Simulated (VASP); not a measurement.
PW, 8 atoms in the cell. The structure is orthorhombic, space group Pnma (No. 62). Conventional cell: a = 5.792 Å, b = 3.281 Å, c = 6.301 Å, α = 90.00°, β = 90.00°, γ = 90.00°. P (site symmetry m) has 6 W at 2.39 to 3.03 Å and 6 P at 3.22 to 3.33 Å within 3.4 Å. W (site symmetry m) has 6 P at 2.39 to 3.03 Å and 6 W at 2.75 to 3.28 Å within 3.3 Å. 

- Program: VASP 6.6.1
- Task: single point
- Functional: r2SCAN
- Potentials or basis: VASP PAW PBE potentials, release 64 (P, W_sv)
- Cutoff: 520 eV
- k mesh: 5 × 8 × 5
- Occupations: fermi-dirac, width 0.01 eV
- Spin: no spin polarisation
- Dipole correction: no
- Further INCAR settings: ALGO = Normal; EDIFF = 1e-06; NBANDS = 48

Potentials or basis: VASP PAW PBE potentials, release 64 (P, W_sv).

Launch:

```sh
$ cat potpaw_PBE.64/P/POTCAR potpaw_PBE.64/W_sv/POTCAR > POTCAR
$ cp INCAR.step1 INCAR
$ mpirun -np 1 vasp_std > vasp.out
$ cp INCAR.step2 INCAR
$ mpirun -np 1 vasp_std > vasp.out
```

Hardware: 1 thread of Intel(R) Xeon(R) 6975P-C (Granite Rapids), with other jobs on the host.

Question: How long does it take, and how much memory?

Answer: It took 4.6 min on 1 thread of Intel(R) Xeon(R) 6975P-C (Granite Rapids), on a shared host, peak memory 0.35 GiB. Counts: k points 45.
